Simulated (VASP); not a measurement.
A run of VASP 6.6.1 is set up as follows.

File INCAR:

```
ALGO = Normal
EDIFF = 1E-6
EDIFFG = -0.005
ENCUT = 600
GGA = PE
IBRION = 2
ISIF = 3
ISMEAR = -1
LASPH = T
LCHARG = F
LREAL = F
LWAVE = F
NELM = 100
NSW = 60
PREC = Accurate
PSTRESS = 1700.0
SIGMA = 0.1
```

The input KPOINTS:

```
k-points
0
Gamma
  17 17 17
```

Contents of POSCAR:

```
GaN
1.0
    0.0000000000      1.8950593909      1.8950593909
    1.8950593909      0.0000000000      1.8950593909
    1.8950593909      1.8950593909      0.0000000000
Ga N
1 1
Direct
    0.0000000000      0.0000000000      0.0000000000
    0.5000000000      0.5000000000      0.5000000000
```

Potentials or basis: VASP PAW PBE potentials, release 64 (Ga_d, N).

Command:

```console
$ cat potpaw_PBE.64/Ga_d/POTCAR potpaw_PBE.64/N/POTCAR > POTCAR
$ mpirun -np 1 vasp_std > vasp.out
```

**Question.** Predict the relaxed cell.

**Answer.** a = 2.678 Å, b = 2.678 Å, c = 2.678 Å, α = 60.00°, β = 60.00°, γ = 60.00°.

**Question.** Estimate the band gap on the k mesh.

**Answer.** 3.06 eV, indirect (least direct gap 6.23 eV).

**Question.** Predict the relaxed volume.

**Answer.** 6.79 Å³/atom.

Step by step:
```csv
step,energy change (eV),largest force (eV/Å),pressure (GPa),volume (Å³)
1,0.0000,0.0000,168.08,13.61
2,0.1732,0.0000,178.33,13.45
3,0.0332,0.0000,169.94,13.58
```

Caveat: the cell is relaxed towards a set pressure, so the enthalpy falls and the energy may rise. A k mesh can miss the band edges.
